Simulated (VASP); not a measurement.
# Si (Ia-3) in VASP: notebook

Si is run at these levels: PBE; tasks: single point.

Program: VASP 6.6.1. These are calculated values, not measurements. Logs are shortened: lines on timing, memory, paths and dates and some standing lists are left out, and cuts for length are marked.

**1. The cell of the first run**

The structure is cubic, space group Ia-3 (No. 206). Conventional cell: a = 6.766 Å, b = 6.766 Å, c = 6.766 Å, α = 90.00°, β = 90.00°, γ = 90.00°. Si (site symmetry 3) has 4 Si at 2.35 to 2.44 Å within 3.1 Å.

**2. Single point, PBE (19.36 Å³/atom)**

Contents of INCAR:

```
SYSTEM = Si
ALGO = Normal
EDIFF = 1E-7
ENCUT = 520
GGA = PE
ISIF = 2
ISMEAR = -1
LASPH = .TRUE.
LCHARG = .FALSE.
LREAL = .FALSE.
LWAVE = .FALSE.
NBANDS = 26
NELM = 100
PREC = Accurate
SIGMA = 0.05
```

Contents of KPOINTS:

```
k-points
0
G
  10 10 10
  0 0 0
```

Contents of POSCAR:

```
Si
1.0
   -3.3830753448      3.3830753448      3.3830753448
    3.3830753448     -3.3830753448      3.3830753448
    3.3830753448      3.3830753448     -3.3830753448
Si
8
Direct
    0.2004384924      0.2004384924      0.2004384924
    0.5000000000      0.0000000000      0.2995615076
    0.2995615076      0.5000000000      0.0000000000
    0.0000000000      0.2995615076      0.5000000000
    0.7995615076      0.7995615076      0.7995615076
    0.5000000000      0.0000000000      0.7004384924
    0.7004384924      0.5000000000      0.0000000000
    0.0000000000      0.7004384924      0.5000000000
```

Potentials or basis: VASP PAW PBE potentials, release 64 (Si).

On the command line:

```sh
cat potpaw_PBE.64/Si/POTCAR > POTCAR
mpirun -np 1 vasp_std > vasp.out
```

OUTCAR:

```text
SYSTEM = Si
   EDIFF = 1E-7
   ENCUT = 520
   GGA = PE
   ISIF = 2
   ISMEAR = -1
   LASPH = .TRUE.
   LREAL = .FALSE.
   NELM = 100
   PREC = Accurate

 ion  position               nearest neighbor table
   1  0.200  0.200  0.200-   5 2.35   3 2.44   4 2.44   2 2.44
   2  0.500  0.000  0.300-   6 2.35   4 2.44   1 2.44   3 2.44
   3  0.300  0.500  0.000-   7 2.35   2 2.44   1 2.44   4 2.44
   4  0.000  0.300  0.500-   8 2.35   3 2.44   1 2.44   2 2.44
   5  0.800  0.800  0.800-   1 2.35   6 2.44   7 2.44   8 2.44
   6  0.500  0.000  0.700-   2 2.35   5 2.44   7 2.44   8 2.44
   7  0.700  0.500  0.000-   3 2.35   5 2.44   8 2.44   6 2.44
   8  0.000  0.700  0.500-   4 2.35   5 2.44   6 2.44   7 2.44

  LATTYP: Found a body centered cubic cell.
 ALAT       =     6.7661506896

  Lattice vectors:

 A1 = (  -3.3830753448,   3.3830753448,   3.3830753448)
 A2 = (   3.3830753448,  -3.3830753448,   3.3830753448)
 A3 = (   3.3830753448,   3.3830753448,  -3.3830753448)

Analysis of symmetry for initial positions (statically):
=====================================================================
 Subroutine PRICEL returns:
 Original cell was already a primitive cell.

 Routine SETGRP: Setting up the symmetry group for a
 body centered cubic supercell.

 Subroutine GETGRP returns: Found 24 space group operations
 (whereof  6 operations were pure point group operations)
 out of a pool of 48 trial point group operations.

The static configuration has the point symmetry S_6 .
 The point group associated with its full space group is T_h .

Analysis of symmetry for dynamics (positions and initial velocities):
=====================================================================
 Subroutine PRICEL returns:
 Original cell was already a primitive cell.

 Routine SETGRP: Setting up the symmetry group for a
 body centered cubic supercell.

 Subroutine GETGRP returns: Found 24 space group operations
 (whereof  6 operations were pure point group operations)
 out of a pool of 48 trial point group operations.

The dynamic configuration has the point symmetry S_6 .
 The point group associated with its full space group is T_h .

 Subroutine INISYM returns: Found 24 space group operations
 (whereof  6 operations are pure point group operations),
 and found     1 'primitive' translations

----------------------------------------------------------------------------------------

                                     Primitive cell

  volume of cell :     154.8799

  direct lattice vectors                    reciprocal lattice vectors
    -3.383075345  3.383075345  3.383075345     0.000000000  0.147794521  0.147794521
     3.383075345 -3.383075345  3.383075345     0.147794521  0.000000000  0.147794521
     3.383075345  3.383075345 -3.383075345     0.147794521  0.147794521  0.000000000

  length of vectors
     5.859658383  5.859658383  5.859658383     0.209013016  0.209013016  0.209013016

  position of ions in fractional coordinates (direct lattice)
     0.200438492  0.200438492  0.200438492
     0.500000000  0.000000000  0.299561508
     0.299561508  0.500000000  0.000000000
     0.000000000  0.299561508  0.500000000
     0.799561508  0.799561508  0.799561508
     0.500000000  0.000000000  0.700438492
     0.700438492  0.500000000  0.000000000
     0.000000000  0.700438492  0.500000000

  ion indices of the primitive-cell ions
   primitive index   ion index
                 1           1
                 2           2
                 3           3
                 4           4
                 5           5
                 6           6
                 7           7
                 8           8

----------------------------------------------------------------------------------------

 KPOINTS: k-points

Automatic generation of k-mesh.
 Grid dimensions read from file:
 generate k-points for:   10   10   10

 Generating k-lattice:

  Cartesian coordinates                     Fractional coordinates (reciprocal lattice)
     0.000000000  0.014779452  0.014779452     0.100000000  0.000000000  0.000000000
     0.014779452  0.000000000  0.014779452     0.000000000  0.100000000  0.000000000
     0.014779452  0.014779452  0.000000000     0.000000000  0.000000000  0.100000000

  Length of vectors
     0.020901302  0.020901302  0.020901302

  Shift w.r.t. Gamma in fractional coordinates (k-lattice)
     0.000000000  0.000000000  0.000000000

 Subroutine IBZKPT returns following result:
 ===========================================

 Found     61 irreducible k-points:

 Following reciprocal coordinates:
            Coordinates               Weight
  0.000000  0.000000  0.000000      1.000000
  0.100000  0.000000  0.000000     12.000000
  0.200000  0.000000  0.000000     12.000000
  0.300000  0.000000  0.000000     12.000000
  0.400000  0.000000  0.000000     12.000000
  0.500000  0.000000  0.000000      6.000000
[... 16 lines left out ...]
 -0.100000  0.100000  0.100000      6.000000
  0.200000  0.200000  0.100000     24.000000
 [... further k-points ...]
   k-points           NKPTS =     61   k-points in BZ     NKDIM =     61   number of bands    NBANDS=     26
   number of dos      NEDOS =    301   number of ions     NIONS =      8
   total plane-waves  NPLWV = 110592
   dimension x,y,z NGX =    48 NGY =   48 NGZ =   48
   dimension x,y,z NGXF=    96 NGYF=   96 NGZF=   96
   ions per type =               8
   NGX,Y,Z   is equivalent  to a cutoff of  13.62, 13.62, 13.62 a.u.
   NGXF,Y,Z  is equivalent  to a cutoff of  27.24, 27.24, 27.24 a.u.
 SYSTEM =  Si
   PREC   = accura    normal or accurate (medium, high low for compatibility)
   ISTART =      0    job   : 0-new  1-cont  2-samecut
   ICHARG =      2    charge: 1-file 2-atom 10-const
   ISPIN  =      1    spin polarized calculation?
   LNONCOLLINEAR =      F non collinear calculations
   LSORBIT =      F    spin-orbit coupling
   LASPH  =      T    aspherical Exc in radial PAW
   ENCUT  =  520.0 eV  38.22 Ry    6.18 a.u.  10.90 10.90 10.90*2*pi/ulx,y,z
   NELM   =    100;   NELMIN=  2; NELMDL= -5     # of ELM steps
   EDIFF  = 0.1E-06   stopping-criterion for ELM
   LREAL  =      F    real-space projection
   EDIFFG = 0.1E-05   stopping-criterion for IOM
   NSW    =      0    number of steps for IOM
   IBRION =     -1    ionic relax: 0-MD 1-quasi-New 2-CG
   NFREE  =      0    steps in history (QN), initial steepest desc. (CG)
   ISIF   =      2    stress and relaxation
   ISYM   =      2    0-nonsym 1-usesym 2-fastsym
   POTIM  = 0.5000    time-step for ionic-motion
   TEBEG  =    0.0;   TEEND  =   0.0 temperature during run
   PSTRESS=    0.0 pullay stress
   NELECT =      32.0000    total number of electrons
   NUPDOWN=      -1.0000    fix difference up-down
   EMIN   =  10.00;   EMAX   =-10.00  energy-range for DOS
   EFERMI =   0.00;   METHOD = LEGACY
   ISMEAR =    -1;   SIGMA  =   0.05  broadening in eV -4-tet -1-fermi 0-gaus
   EFERMI_NEDOS =   21; number of points for ismear=-14 and -15
   IALGO  =     38    algorithm
   IMIX   =      4    mixing-type and parameters
     AMIX     =   0.40;   BMIX     =  1.00
     AMIX_MAG =   1.60;   BMIX_MAG =  1.00
  volume/ion in A,a.u.               =      19.36       130.65
  Fermi-wavevector in a.u.,A,eV,Ry     =   0.967817  1.828909 12.744160  0.936669
  Thomas-Fermi vector in A             =   2.097734
   LORBIT       =      0    0 simple, 1 ext, 2 COOP (PROOUT), +10 PAW based schemes
   GGA     = PE    functional components
   LHFCALC =     F    Hartree Fock is set to
   AEXX    =    0.0000 exact exchange contribution
   IVDW    =     0    specifies the selected vdW correction
   LEPSILON=     F    determine dielectric tensor
   LRPA    =     F    only Hartree local field effects (RPA)
 non-spin polarized calculation
  energy-cutoff  :      520.00
  volume of cell :      154.88
 maximum number of plane-waves:      4204
 NGX is ok and might be reduce to    48
   NGX = 21   NGY = 21   NGZ = 21

 number of electron      32.0000001 magnetization

 Free energy of the ion-electron system (eV)
  ---------------------------------------------------
  ext. energy  EPLUGINS =         0.00000000
  ---------------------------------------------------
  free energy    TOTEN  =       -42.04811242 eV

  energy without entropy =      -42.04402642  energy(sigma->0) =      -42.04606942

 E-fermi :   6.5126     XC(G=0):  -9.7305

 val. band max:        6.4753072256   @ k =   0.5000   0.5000   0.4000
 cond. band min:       6.5196078990   @ k =   0.5000   0.5000   0.4000
 fundamental gap:      0.0443006734
 Fermi energy:         6.5125667219

 k-point     1 :       0.0000    0.0000    0.0000
  band No.  band energies     occupation
      1      -5.7916      2.00000
      2      -1.6938      2.00000
      3      -1.3962      2.00000
      4      -1.3962      2.00000
      5      -1.3962      2.00000
      6       0.2297      2.00000
[... 18 lines left out ...]
     25      11.6651      0.00000
     26      12.3546      0.00000

 k-point     2 :       0.1000    0.0000    0.0000
  band No.  band energies     occupation
      1      -5.7333      2.00000
      2      -1.9214      2.00000
      3      -1.6279      2.00000
      4      -1.5329      2.00000
      5      -1.2296      2.00000
      6       0.1422      2.00000
[... 18 lines left out ...]
     25      11.7520      0.00000
     26      11.9140      0.00000

 k-point     3 :       0.2000    0.0000    0.0000
  band No.  band energies     occupation
      1      -5.5589      2.00000
      2      -2.4391      2.00000
      3      -1.9635      2.00000
      4      -1.7999      2.00000
      5      -1.0204      2.00000
      6      -0.0585      2.00000
[... 572 lines left out ...]
 k-point    23 :      -0.1000    0.1000    0.1000
  band No.  band energies     occupation
      1      -5.6751      2.00000
      2      -2.0850      2.00000
      3      -1.8607      2.00000
      4      -1.3844      2.00000
      5      -1.3200      2.00000
      6       0.0288      2.00000
[... 18 lines left out ...]
     25      11.4685      0.00000
     26      11.9571      0.00000

 k-point    24 :       0.2000    0.2000    0.1000
  band No.  band energies     occupation
      1      -4.8135      2.00000
      2      -3.2246      2.00000
      3      -3.1780      2.00000
      4      -2.7058      2.00000
      5      -0.0774      2.00000
      6       0.4221      2.00000
[... 18 lines left out ...]
     25      10.9805      0.00000
     26      11.3779      0.00000

 [... further k-points ...]
[... 5 lines left out ...]
  --------------------------------------------------------------------------------------
  -------------------------------------------------------------------------------------
  Total       -3.5659327     -3.5659327     -3.5659327      0.0000000      0.0000000      0.0000000
  in kB      -36.8883074    -36.8883074    -36.8883074      0.0000000      0.0000000      0.0000000
  external PRESSURE =     -36.8883074 kB  Pullay stress =       0.0000000 kB

 VOLUME and BASIS-vectors are now :
 -----------------------------------------------------------------------------
  energy-cutoff  :      520.00
  volume of cell :      154.88
      direct lattice vectors                 reciprocal lattice vectors
    -3.383075345  3.383075345  3.383075345     0.000000000  0.147794521  0.147794521
     3.383075345 -3.383075345  3.383075345     0.147794521  0.000000000  0.147794521
     3.383075345  3.383075345 -3.383075345     0.147794521  0.147794521  0.000000000

 POSITION                                       TOTAL-FORCE (eV/Angst)
 -----------------------------------------------------------------------------------
      0.67810      0.67810      0.67810         0.002975      0.002975      0.002975
     -0.67810      2.70498      0.67810        -0.002975     -0.002975      0.002975
      0.67810     -0.67810      2.70498         0.002975     -0.002975     -0.002975
      2.70498      0.67810     -0.67810        -0.002975      0.002975     -0.002975
      2.70498      2.70498      2.70498        -0.002975     -0.002975     -0.002975
      0.67810      4.06117     -0.67810         0.002975      0.002975     -0.002975
     -0.67810      0.67810      4.06117        -0.002975      0.002975      0.002975
      4.06117     -0.67810      0.67810         0.002975     -0.002975      0.002975
 -----------------------------------------------------------------------------------
    total drift:                                0.000000     -0.000000     -0.000000

  FREE ENERGIE OF THE ION-ELECTRON SYSTEM (eV)
  ---------------------------------------------------
  free  energy   TOTEN  =       -42.0481124156 eV

  energy  without entropy=      -42.0440264184  energy(sigma->0) =      -42.04606942
```

Wall time 2.2 min (1 thread of Intel Xeon 6975P-C (Granite Rapids), shared host); peak memory 0.39 GiB.

What came out:

```
Free energy            : -42.0481 eV
Pressure               : -3.7 GPa
Largest force          : 0.005 eV/Å
Band gap on the k mesh : zero (bands 16 and 17 overlap by 0.07 eV)
```

Forces in eV/Å, atoms in the order of the input:
```
Si   0.003  0.003  0.003
Si  -0.003 -0.003  0.003
Si   0.003 -0.003 -0.003
Si  -0.003  0.003 -0.003
Si  -0.003 -0.003 -0.003
Si   0.003  0.003 -0.003
Si  -0.003  0.003  0.003
Si   0.003 -0.003  0.003
```

Caveat: the cell stands under tension; semilocal functionals underestimate gaps, and a narrow one can read as zero.

**3. Single point, PBE (17.17 Å³/atom)**

This run uses another cell than the first one, of 17.17 Å³/atom.

INCAR, as its differences from that of step 2:

```diff
@@ -2,3 +2,3 @@
 ALGO = Normal
-EDIFF = 1E-7
+EDIFF = 1E-6
 ENCUT = 520
```

KPOINTS is that of step 2.

Contents of POSCAR:

```
Si
1.0
   -3.2502667087      3.2502667087      3.2502667087
    3.2502667087     -3.2502667087      3.2502667087
    3.2502667087      3.2502667087     -3.2502667087
Si
8
Direct
    0.2069461834      0.2069461834      0.2069461834
    0.5000000000      0.0000000000      0.2930538166
    0.2930538166      0.5000000000      0.0000000000
    0.0000000000      0.2930538166      0.5000000000
    0.7930538166      0.7930538166      0.7930538166
    0.5000000000      0.0000000000      0.7069461834
    0.7069461834      0.5000000000      0.0000000000
    0.0000000000      0.7069461834      0.5000000000
```

Potentials or basis: VASP PAW PBE potentials, release 64 (Si).

On the command line:

```sh
cat potpaw_PBE.64/Si/POTCAR > POTCAR
mpirun -np 1 vasp_std > vasp.out
```

Run time: 2.1 min. Hardware: 1 thread of Oxide Virtual Turin-like, shared host; peak memory 0.3 GiB.

Results (log left out):

```
Free energy            : -41.9280 eV
Pressure               : 6.9 GPa
Largest force          : 0.022 eV/Å
Band gap on the k mesh : zero (bands 16 and 17 overlap by 0.38 eV)
```

Forces on the atoms (eV/Å):
```
Si  -0.013 -0.013 -0.013
Si   0.013  0.013 -0.013
Si  -0.013  0.013  0.013
Si   0.013 -0.013  0.013
Si   0.013  0.013  0.013
Si  -0.013 -0.013  0.013
Si   0.013 -0.013 -0.013
Si  -0.013  0.013 -0.013
```

Levels at points of the mesh, in eV from the Fermi level:
```tsv
k point	band 14	band 15	band 16	band 17	band 18	band 19
(0.00, 0.00, 0.00)	-1.51	-1.51	-0.75	1.83	1.83	1.83
(0.50, 0.00, 0.00)	-2.14	-1.33	-1.33	0.35	0.35	2.13
(0.50, 0.50, 0.50)	-0.70	0.33	0.33	0.33	2.97	2.97
```

Caveat: the cell stands under pressure; semilocal functionals underestimate gaps, and a narrow one can read as zero.

**4. Single point, PBE (17.53 Å³/atom)**

This run uses another cell than the first one, of 17.53 Å³/atom.

Contents of INCAR:

```
SYSTEM = Si
PREC     = Accurate       ! precision mode
ENCUT    = 520            ! plane-wave cutoff, eV
EDIFF    = 1E-6           ! SCF threshold, eV
ISMEAR   = -1             ! smearing method
SIGMA    = 0.05           ! smearing width, eV
LREAL    = .False.        ! projectors in reciprocal space
LASPH    = .True.         ! aspherical terms in the spheres
NELM     = 60             ! most SCF steps
ALGO     = Normal         ! electronic algorithm
ISIF     = 2              ! what is computed and relaxed
LWAVE    = .False.        ! write WAVECAR
LCHARG   = .True.         ! write CHGCAR
GGA      = PE             ! functional
LELF     = .True.         ! ELF
LVHAR    = .True.       
NBANDS   = 26             ! bands
```

Contents of KPOINTS:

```
regular mesh
0
Gamma
  10 10 10
  0 0 0
```

Contents of POSCAR:

```
Si
1.0
   -3.2731566650      3.2731566650      3.2731566650
    3.2731566650     -3.2731566650      3.2731566650
    3.2731566650      3.2731566650     -3.2731566650
Si
8
Direct
    0.2055068700      0.2055068700      0.2055068700
    0.5000000000      0.0000000000      0.2944931300
    0.2944931300      0.5000000000      0.0000000000
    0.0000000000      0.2944931300      0.5000000000
    0.7944931300      0.7944931300      0.7944931300
    0.5000000000      0.0000000000      0.7055068700
    0.7055068700      0.5000000000      0.0000000000
    0.0000000000      0.7055068700      0.5000000000
```

On the command line:

```sh
cat potpaw_PBE.64/Si/POTCAR > POTCAR
mpirun -np 1 vasp_std > vasp.out
```

It took 2.3 min on 1 thread of Oxide Virtual Turin-like, shared host; peak memory 0.3 GiB.

Results (log left out):

| Item | Value |
| --- | --- |
| Free energy | -42.0347 eV |
| Pressure | 4.7 GPa |
| Largest force | 0.003 eV/Å |
| Band gap on the k mesh | zero (bands 16 and 17 overlap by 0.28 eV) |

Forces in eV/Å, atoms in the order of the input:
```
Si   0.002  0.002  0.002
Si  -0.002 -0.002  0.002
Si   0.002 -0.002 -0.002
Si  -0.002  0.002 -0.002
Si  -0.002 -0.002 -0.002
Si   0.002  0.002 -0.002
Si  -0.002  0.002  0.002
Si   0.002 -0.002  0.002
```

Levels at points of the mesh, in eV from the Fermi level:
```
           k point  band 12  band 13  band 14  band 15  band 16  band 17  band 18  band 19  band 20  band 21
(0.00, 0.00, 0.00)    -4.27    -4.27    -1.50    -1.50    -0.80     1.78     1.78     1.78     3.85     3.85
(0.50, 0.00, 0.00)    -2.70    -2.16    -2.16    -1.34    -1.34     0.36     0.36     2.09     2.09     2.19
(0.50, 0.50, 0.50)    -2.70    -2.70    -0.66     0.26     0.26     0.26     2.94     2.94     2.94     3.03
```

Caveat: the cell stands under pressure; semilocal functionals underestimate gaps, and a narrow one can read as zero.

**5. Overview**

| cell | gap on the mesh (eV) | pressure (GPa) | largest force (eV/Å) |
| --- | --- | --- | --- |
| a = 5.860 Å, angles 109.5°, 8 atoms, atomic positions A | none | -3.7 | 0.01 |
| a = 5.630 Å, angles 109.5°, 8 atoms, atomic positions B | none | 6.9 | 0.02 |
| a = 5.669 Å, angles 109.5°, 8 atoms, atomic positions C | none | 4.7 | - |

Alike in all rows: task single point; level PBE; potentials or basis VASP PAW PBE potentials, release 64 (Si); no spin polarisation; k mesh 10 × 10 × 10; cutoff (eV) 520; smearing fermi-dirac 0.05 eV.

Caveats: semilocal functionals underestimate gaps, and a narrow one can read as zero; the cell stands under pressure (at least some runs); the cell stands under tension (at least some runs).

Total energies depend on the potentials used, so only differences within one code and one set of settings carry meaning.

The gap in the log of VASP goes by the Fermi energy; the results here count the filled bands.